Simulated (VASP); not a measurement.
# AlGa3N4 in VASP: a series of runs, part 2 of 2

VASP 6.6.1. Earlier steps stand in the parts before.

## (4) Single point, PBEsol

Contents of INCAR:

```
ALGO     = Normal         # electronic algorithm
EDIFF    = 1E-6           # SCF threshold, eV
ENCUT    = 520            # plane-wave cutoff, eV
GGA      = PS             # functional
ISIF     = 2              # what is computed and relaxed
ISMEAR   = -1             # smearing method
ISYM     = 0            
LASPH    = True           # aspherical terms in the spheres
LCHARG   = False          # write CHGCAR
LREAL    = Auto         
LWAVE    = False          # write WAVECAR
NBANDS   = 76             # bands
NELM     = 60             # most SCF steps
PREC     = Accurate       # precision mode
SIGMA    = 0.3275         # smearing width, eV
```

Contents of KPOINTS:

```
k-points
0
Gamma
  1 1 1
```

Contents of POSCAR:

```
AlGa3N4
1.0
    5.8442820000      0.0295190000      0.0072460000
    0.0295190000      5.8328170000      0.1297100000
    0.0072460000      0.1297100000      5.8621710000
Al Ga N
2 6 8
Direct
    0.8245952615      0.3832075619      1.5210946815
    0.1226352442      1.0945874020      0.3310687206
    0.3910224177      0.2235336230      0.8349756609
    0.5858175436     -0.0186807548      1.3962892326
    0.2731937136      0.7648898531      0.7311776773
    0.8903013278      1.0595624420      0.9876830669
    0.3738794584      0.5246710709      0.2288498211
   -0.0546053000      0.5780451291      1.0526438816
    0.6939403629      0.6924552229      0.9002542473
    0.3366244694     -0.0489458503      0.5344335034
   -0.0983504272      0.8960390849      0.2687626167
    1.2137441839      1.1721713756      1.0509780183
   -0.2906295947      1.1913299031      1.7843557447
    0.5157131914      0.7222121442      1.0141730777
    0.1845284705      0.4280542343      0.5464874689
    0.7260659837      0.3799415470      1.2770005699
```

Potentials or basis: VASP PAW PBE potentials, release 64 (Al, Ga_d, N).

Command:

```
> cat potpaw_PBE.64/Al/POTCAR potpaw_PBE.64/Ga_d/POTCAR potpaw_PBE.64/N/POTCAR > POTCAR
> mpirun -np 1 vasp_gam > vasp.out
```

OUTCAR:

```text
EDIFF = 1E-6
   ENCUT = 520
   GGA = PS
   ISIF = 2
   ISMEAR = -1
   ISYM = 0
   LASPH = True
   LREAL = Auto
   NELM = 60
   PREC = Accurate

 ion  position               nearest neighbor table
   1  0.825  0.383  0.521-  16 1.55  13 1.99  15 2.13   2 2.68   4 2.86   8 3.01
   2  0.123  0.095  0.331-  12 1.77  11 1.79  10 1.89  15 2.40   6 2.45   1 2.68   4 2.80   7 2.96
                             5 3.09
   3  0.391  0.224  0.835-  12 1.65  13 1.89   5 2.86
   4  0.586  0.981  0.396-  10 1.67  11 2.05   2 2.80   1 2.86
   5  0.273  0.765  0.731-  10 1.59  14 2.19  15 2.35   3 2.86   8 2.87   2 3.09
   6  0.890  0.060  0.988-  13 1.74  11 1.87  12 2.05   2 2.45   8 2.83
   7  0.374  0.525  0.229-  14 1.87  15 2.22  16 2.23   8 2.72   2 2.96
   8  0.945  0.578  0.053-   9 1.83  16 2.14  11 2.30   7 2.72   6 2.83   5 2.87   1 3.01
   9  0.694  0.692  0.900-  14 1.25   8 1.83
  10  0.337  0.951  0.534-   5 1.59   4 1.67   2 1.89
  11  0.902  0.896  0.269-   2 1.79   6 1.87   4 2.05   8 2.30
  12  0.214  0.172  0.051-   3 1.65   2 1.77   6 2.05
  13  0.709  0.191  0.784-   6 1.74   3 1.89   1 1.99
  14  0.516  0.722  0.014-   9 1.25   7 1.87   5 2.19
  15  0.185  0.428  0.546-   1 2.13   7 2.22   5 2.35   2 2.40
  16  0.726  0.380  0.277-   1 1.55   8 2.14   7 2.23

IMPORTANT INFORMATION: All symmetrisations will be switched off!
NOSYMM: (Re-)initialisation of all symmetry stuff for point group C_1.

----------------------------------------------------------------------------------------

                                     Primitive cell

  volume of cell :     199.7297

  direct lattice vectors                    reciprocal lattice vectors
     5.844282000  0.029519000  0.007246000     0.171112008 -0.000861692 -0.000192439
     0.029519000  5.832817000  0.129710000    -0.000861692  0.171532487 -0.003794368
     0.007246000  0.129710000  5.862171000    -0.000192439 -0.003794368  0.170669460

  length of vectors
     5.844361040  5.834333742  5.863610323     0.171114286  0.171576612  0.170711742

  position of ions in fractional coordinates (direct lattice)
     0.824595262  0.383207562  0.521094682
     0.122635244  0.094587402  0.331068721
     0.391022418  0.223533623  0.834975661
     0.585817544  0.981319245  0.396289233
     0.273193714  0.764889853  0.731177677
     0.890301328  0.059562442  0.987683067
[... 8 lines left out ...]
     0.184528470  0.428054234  0.546487469
     0.726065984  0.379941547  0.277000570

  ion indices of the primitive-cell ions
   primitive index   ion index
                 1           1
                 2           2
                 3           3
                 4           4
                 5           5
                 6           6
[... 8 lines left out ...]
                15          15
                16          16

----------------------------------------------------------------------------------------

 KPOINTS: k-points

Automatic generation of k-mesh.
 Grid dimensions read from file:
 generate k-points for:    1    1    1

 Generating k-lattice:

  Cartesian coordinates                     Fractional coordinates (reciprocal lattice)
     0.171112008 -0.000861692 -0.000192439     1.000000000 -0.000000000  0.000000000
    -0.000861692  0.171532487 -0.003794368     0.000000000  1.000000000 -0.000000000
    -0.000192439 -0.003794368  0.170669460     0.000000000  0.000000000  1.000000000

  Length of vectors
     0.171114286  0.171576612  0.170711742

  Shift w.r.t. Gamma in fractional coordinates (k-lattice)
     0.000000000  0.000000000  0.000000000

 Subroutine IBZKPT returns following result:
 ===========================================

 Found      1 irreducible k-points:

 Following reciprocal coordinates:
            Coordinates               Weight
  0.000000  0.000000  0.000000      1.000000
   k-points           NKPTS =      1   k-points in BZ     NKDIM =      1   number of bands    NBANDS=     76
   number of dos      NEDOS =    301   number of ions     NIONS =     16
   total plane-waves  NPLWV = 110592
   dimension x,y,z NGX =    48 NGY =   48 NGZ =   48
   dimension x,y,z NGXF=    96 NGYF=   96 NGZF=   96
   ions per type =               2   6   8
   NGX,Y,Z   is equivalent  to a cutoff of  13.65, 13.68, 13.61 a.u.
   NGXF,Y,Z  is equivalent  to a cutoff of  27.31, 27.35, 27.22 a.u.
 SYSTEM =  unknown system
   PREC   = accura    normal or accurate (medium, high low for compatibility)
   ISTART =      0    job   : 0-new  1-cont  2-samecut
   ICHARG =      2    charge: 1-file 2-atom 10-const
   ISPIN  =      1    spin polarized calculation?
   LNONCOLLINEAR =      F non collinear calculations
   LSORBIT =      F    spin-orbit coupling
   LASPH  =      T    aspherical Exc in radial PAW
   ENCUT  =  520.0 eV  38.22 Ry    6.18 a.u.  10.87 10.85 10.90*2*pi/ulx,y,z
   NELM   =     60;   NELMIN=  2; NELMDL= -5     # of ELM steps
   EDIFF  = 0.1E-05   stopping-criterion for ELM
   LREAL  =      T    real-space projection
   EDIFFG = 0.1E-04   stopping-criterion for IOM
   NSW    =      0    number of steps for IOM
   IBRION =     -1    ionic relax: 0-MD 1-quasi-New 2-CG
   NFREE  =      0    steps in history (QN), initial steepest desc. (CG)
   ISIF   =      2    stress and relaxation
   ISYM   =      0    0-nonsym 1-usesym 2-fastsym
   POTIM  = 0.5000    time-step for ionic-motion
   TEBEG  =    0.0;   TEEND  =   0.0 temperature during run
   PSTRESS=    0.0 pullay stress
   NELECT =     124.0000    total number of electrons
   NUPDOWN=      -1.0000    fix difference up-down
   EMIN   =  10.00;   EMAX   =-10.00  energy-range for DOS
   EFERMI =   0.00;   METHOD = LEGACY
   ISMEAR =    -1;   SIGMA  =   0.33  broadening in eV -4-tet -1-fermi 0-gaus
   EFERMI_NEDOS =   21; number of points for ismear=-14 and -15
   IALGO  =     38    algorithm
   IMIX   =      4    mixing-type and parameters
     AMIX     =   0.40;   BMIX     =  1.00
     AMIX_MAG =   1.60;   BMIX_MAG =  1.00
  volume/ion in A,a.u.               =      12.48        84.24
  Fermi-wavevector in a.u.,A,eV,Ry     =   1.396587  2.639166 26.537538  1.950454
  Thomas-Fermi vector in A             =   2.519926
   LORBIT       =      0    0 simple, 1 ext, 2 COOP (PROOUT), +10 PAW based schemes
   GGA     = PS    functional components
   LHFCALC =     F    Hartree Fock is set to
   AEXX    =    0.0000 exact exchange contribution
   IVDW    =     0    specifies the selected vdW correction
   LEPSILON=     F    determine dielectric tensor
   LRPA    =     F    only Hartree local field effects (RPA)
 non-spin polarized calculation
  energy-cutoff  :      520.00
  volume of cell :      199.73
 maximum number of plane-waves:      2684
 NGX is ok and might be reduce to    42
   NGX = 21   NGY = 21   NGZ = 21

 number of electron     123.9999998 magnetization

 Free energy of the ion-electron system (eV)
  ---------------------------------------------------
  ext. energy  EPLUGINS =         0.00000000
  ---------------------------------------------------
  free energy    TOTEN  =       -92.71017212 eV

  energy without entropy =      -91.64015329  energy(sigma->0) =      -92.17516270

 E-fermi :   6.2031     XC(G=0): -11.1821

 val. band max:        5.9280368115   @ k =   0.0000   0.0000   0.0000
 cond. band min:       6.4589391987   @ k =   0.0000   0.0000   0.0000
 fundamental gap:      0.5309023873
 Fermi energy:         6.2030811533

 k-point     1 :       0.0000    0.0000    0.0000
  band No.  band energies     occupation
      1     -15.5557      2.00000
      2     -12.4972      2.00000
      3     -11.5104      2.00000
      4     -10.7399      2.00000
      5     -10.2821      2.00000
      6      -9.8196      2.00000
[... 66 lines left out ...]
     73      10.6419      0.00000
     74      10.8965      0.00000
 [bands above 74 left out]

------------------------ aborting loop because EDIFF is reached ----------------------------------------

  FORCE on cell =-STRESS in cart. coord.  units (eV):
  Direction    XX          YY          ZZ          XY          YZ          ZX
  --------------------------------------------------------------------------------------
  -------------------------------------------------------------------------------------
  Total        5.9008406      9.6921295     24.2930093      0.8464618    -12.4419966     -1.9435525
  in kB       47.3349443     77.7476358    194.8719366      6.7900871    -99.8063247    -15.5906510
  external PRESSURE =     106.6515055 kB  Pullay stress =       0.0000000 kB

 VOLUME and BASIS-vectors are now :
 -----------------------------------------------------------------------------
  energy-cutoff  :      520.00
  volume of cell :      199.73
      direct lattice vectors                 reciprocal lattice vectors
     5.844282000  0.029519000  0.007246000     0.171112008 -0.000861692 -0.000192439
     0.029519000  5.832817000  0.129710000    -0.000861692  0.171532487 -0.003794368
     0.007246000  0.129710000  5.862171000    -0.000192439 -0.003794368  0.170669460

 POSITION                                       TOTAL-FORCE (eV/Angst)
 -----------------------------------------------------------------------------------
      4.83426      2.32711      3.11043         4.561203      0.818320     11.256720
      0.72191      0.59827      1.95394         1.446035      0.040568      2.918943
      2.29789      1.42368      4.92660         3.237496      1.408213     -5.615035
      3.45552      5.79255      2.45465         6.144340      0.173146     -2.712810
      1.62450      4.56437      4.38748        -2.670104     -7.170907      6.218803
      5.21209      0.50181      5.80414         0.583764     -0.311619     -0.279311
[... 8 lines left out ...]
      1.09503      2.57309      3.26046        -1.575458      0.202244      0.366006
      4.25656      2.27349      1.67837        -5.024229     -0.546758     -8.423364
 -----------------------------------------------------------------------------------
    total drift:                                0.004931      0.006294     -0.009680

  FREE ENERGIE OF THE ION-ELECTRON SYSTEM (eV)
  ---------------------------------------------------
  free  energy   TOTEN  =       -92.7101721217 eV

  energy  without entropy=      -91.6401532868  energy(sigma->0) =      -92.17516270
```

Wall time 1.8 min (1 thread of AMD EPYC 7R13, shared host); peak memory 0.31 GiB.

What came out:

```
Free energy   : -92.7102 eV
Pressure      : 10.7 GPa
Largest force : 12.173 eV/Å
```

Forces in eV/Å, atoms in the order of the input:
```
Al   4.561  0.818 11.257
Al   1.446  0.041  2.919
Ga   3.237  1.408 -5.615
Ga   6.144  0.173 -2.713
Ga  -2.670 -7.171  6.219
Ga   0.584 -0.312 -0.279
Ga   0.110 -1.502  2.155
Ga   0.767 -0.901  2.070
N    0.854  0.775 -1.713
N   -0.644  5.395 -3.217
N   -1.117 -0.792  0.540
N   -3.421 -0.520  3.120
N   -1.286  1.676 -4.042
N   -1.967  1.255 -2.644
N   -1.575  0.202  0.366
N   -5.024 -0.547 -8.423
```

Stress tensor (GPa, compression positive):
```
 4.73  0.68 -1.56
 0.68  7.77 -9.98
-1.56 -9.98 19.49
```

Caveat: the k points lie up to 1.08 Å⁻¹ apart, too coarse for converged energies, forces and pressures; the standard files for N, O and F lose accuracy on very short bonds; the atoms stand as in a frame of molecular dynamics; so wide a smearing shifts energies and pressures; the PAW data sets were made with another functional, which shifts forces and pressure a little.

## (5) Single point, PBEsol

Contents of INCAR:

```
SYSTEM = AlGa3N4
PREC = Accurate ; ENCUT = 520
EDIFF = 1E-7 ; ISMEAR = -1
SIGMA = 0.05 ; LREAL = Auto
LASPH = .True. ; NELM = 60
ALGO = Normal ; ISIF = 2
LWAVE = .False. ; LCHARG = .False.
GGA = PS ; ISYM = 0
NBANDS = 76
```

Contents of KPOINTS:

```
Automatic mesh
0
Gamma
  1 1 1
  0 0 0
```

Contents of POSCAR:

```
AlGa3N4
1.0
    5.8442820000      0.0295190000      0.0072460000
    0.0295190000      5.8328170000      0.1297100000
    0.0072460000      0.1297100000      5.8621710000
Al Ga N
2 6 8
Direct
    0.7727237221      0.3530863808      0.3266496336
    0.0888389275     -0.0105668007      0.0339740845
    0.2037951138      0.2398931960      0.6079875108
    0.5598071547      0.9515845712      0.2673609491
    0.0501086609      0.8213212263      0.4895492363
    0.6624563844      0.0681602754      0.7540786121
    0.3621684238      0.4639768743      0.0758303173
    0.9477148122      0.5287557762      0.8955340857
    0.3691344653      0.6918579497      0.6681112436
    0.2648544123      0.7970439492      0.2201469889
    0.8567485283      0.0495357153      0.2279537261
    0.2931236038      0.1944150738      0.9029892590
    0.4740624830      0.2566253729      0.4064090021
    0.5366154273      0.7744231810      0.6206071528
    0.9798344153      0.4850032103      0.5427206667
    0.6797068588      0.5571724719      0.0781486932
```

Command:

```
> cat potpaw_PBE.64/Al/POTCAR potpaw_PBE.64/Ga_d/POTCAR potpaw_PBE.64/N/POTCAR > POTCAR
> mpirun -np 1 vasp_gam > vasp.out
```

Run time: 1.7 min. Hardware: 1 thread of AMD EPYC 7R13, shared host; peak memory 0.31 GiB.

The run converged. Its results:

```
Free energy   : -100.2957 eV
Pressure      : -0.8 GPa
Largest force : 5.116 eV/Å
```

Forces on the atoms (eV/Å):
```
Al  -0.248  0.940  0.192
Al   0.941 -0.259 -0.089
Ga   0.447  1.136 -1.978
Ga  -2.013 -0.423 -0.454
Ga   0.438 -0.299 -0.963
Ga  -0.175  1.235  0.474
Ga   0.246  0.673  0.887
Ga  -0.988 -0.226 -0.401
N   -3.971 -2.488  1.443
N    0.037 -0.477  0.079
N    0.375  0.346  0.968
N    0.176 -0.780  0.692
N    0.294 -0.650  0.017
N    4.792  1.570 -0.863
N   -0.736 -0.272  0.790
N    0.388 -0.027 -0.794
```

Stress tensor (GPa, compression positive):
```
 2.65  2.07  1.09
 2.07 -2.98 -1.52
 1.09 -1.52 -1.95
```

Levels at points of the mesh, in eV from the Fermi level:
```csv
k point,band 60,band 61,band 62,band 63,band 64,band 65
"(0.00, 0.00, 0.00)",-1.71,-0.99,-0.51,0.52,0.61,1.21
```

Caveat: the k points lie up to 1.08 Å⁻¹ apart, too coarse for converged energies, forces and pressures; the standard files for N, O and F lose accuracy on very short bonds; the atoms stand as in a frame of molecular dynamics; the PAW data sets were made with another functional, which shifts forces and pressure a little.

## (6) Single point, PBEsol

Contents of INCAR:

```
  ALGO = Normal
  EDIFF = 1E-6
  ENCUT = 520
  GGA = PS
  ISIF = 2
  ISMEAR = -1
  ISYM = 0
  LASPH = T
  LCHARG = T
  LELF = T
  LREAL = Auto
  LVHAR = T
  LWAVE = F
  NBANDS = 76
  NELM = 80
  PREC = Accurate
  SIGMA = 0.05
```

Contents of KPOINTS:

```
k-points
0
Gamma
  1 1 1
```

Contents of POSCAR:

```
AlGa3N4
1.0
    5.8442820000      0.0295190000      0.0072460000
    0.0295190000      5.8328170000      0.1297100000
    0.0072460000      0.1297100000      5.8621710000
Al Ga N
2 6 8
Direct
    0.7612463654      0.3762807685      0.3113630821
    0.0982242266     -0.0257066679      0.0275677184
    0.2171888059      0.2578289799      0.5581724335
    0.5485101525      0.9564485760      0.2834092609
    0.0870481711      0.7891955937      0.4780121031
    0.6770870177      0.0980643848      0.7456206747
    0.3688491307      0.4798450356      0.0647418200
    0.9418731321      0.4962302108      0.8506193638
    0.4158680838      0.6671264749      0.6893095825
    0.2669184206      0.7764214316      0.2013931844
    0.8530845771      0.0500899842      0.2491795919
    0.3144868907      0.1544993868      0.8629944627
    0.4774692307      0.2789933715      0.3800116079
    0.5833520721      0.7714843111      0.6302152907
    0.9814601940      0.4787975044      0.5335676007
    0.7045033657      0.5415511677      0.0530792375
```

Potentials or basis: VASP PAW PBE potentials, release 64 (Al, Ga_d, N).

Command:

```
> cat potpaw_PBE.64/Al/POTCAR potpaw_PBE.64/Ga_d/POTCAR potpaw_PBE.64/N/POTCAR > POTCAR
> mpirun -np 1 vasp_gam > vasp.out
```

Wall time 1.9 min (1 thread of AMD EPYC 7R13, shared host); peak memory 0.31 GiB.

It converged, with:

```
Free energy   : -100.7061 eV
Pressure      : -2.7 GPa
Largest force : 2.075 eV/Å
```

Forces in eV/Å, atoms in the order of the input:
```
Al   1.578 -1.223  0.566
Al  -0.910  1.335 -0.517
Ga   0.533 -0.677  0.979
Ga  -0.456 -0.288 -0.244
Ga  -0.067  0.760  0.153
Ga  -0.587 -0.306  0.847
Ga   0.208 -0.290 -0.312
Ga  -0.831  0.419  1.187
N    0.091  0.518 -0.715
N    1.153 -0.222  0.597
N    1.871  0.069 -0.322
N   -0.904  0.323  0.077
N   -1.019 -0.375 -0.508
N   -0.384  0.012  0.063
N   -0.431 -0.381 -0.454
N    0.154  0.326 -1.397
```

Stress tensor (GPa, compression positive):
```
-5.48 -0.51 -1.18
-0.51 -1.48 -1.33
-1.18 -1.33 -1.01
```

Levels at points of the mesh, in eV from the Fermi level:
```tsv
k point	band 60	band 61	band 62	band 63	band 64	band 65
(0.00, 0.00, 0.00)	-1.96	-0.98	-0.48	0.48	1.06	1.12
```

Caveat: the k points lie up to 1.08 Å⁻¹ apart, too coarse for converged energies, forces and pressures; the standard files for N, O and F lose accuracy on very short bonds; the atoms stand as in a frame of molecular dynamics; the PAW data sets were made with another functional, which shifts forces and pressure a little.

## (7) The runs side by side

| cell | smearing | pressure (GPa) | largest force (eV/Å) |
| --- | --- | --- | --- |
| as given, atomic positions A | fermi-dirac 0.3275 eV | 7.4 | 8.25 |
| as given, atomic positions B | fermi-dirac 0.3275 eV | 10.7 | 7.97 |
| as given, atomic positions C | fermi-dirac 0.3275 eV | 10.7 | 12.17 |
| as given, atomic positions D | fermi-dirac 0.05 eV | -0.8 | 5.12 |
| as given, atomic positions E | fermi-dirac 0.05 eV | -2.7 | 2.08 |

Alike in all rows: task single point; level PBEsol; potentials or basis VASP PAW PBE potentials, release 64 (Al, Ga_d, N); no spin polarisation; k mesh 1 × 1 × 1; cutoff (eV) 520.

Caveats: all runs use coarse meshes; the standard files for N, O and F lose accuracy on very short bonds; the atoms stand as in a frame of molecular dynamics; the PAW data sets were made with another functional, which shifts forces and pressure a little; so wide a smearing shifts energies and pressures (at least some runs).

Total energies depend on the potentials used, so only differences within one code and one set of settings carry meaning.
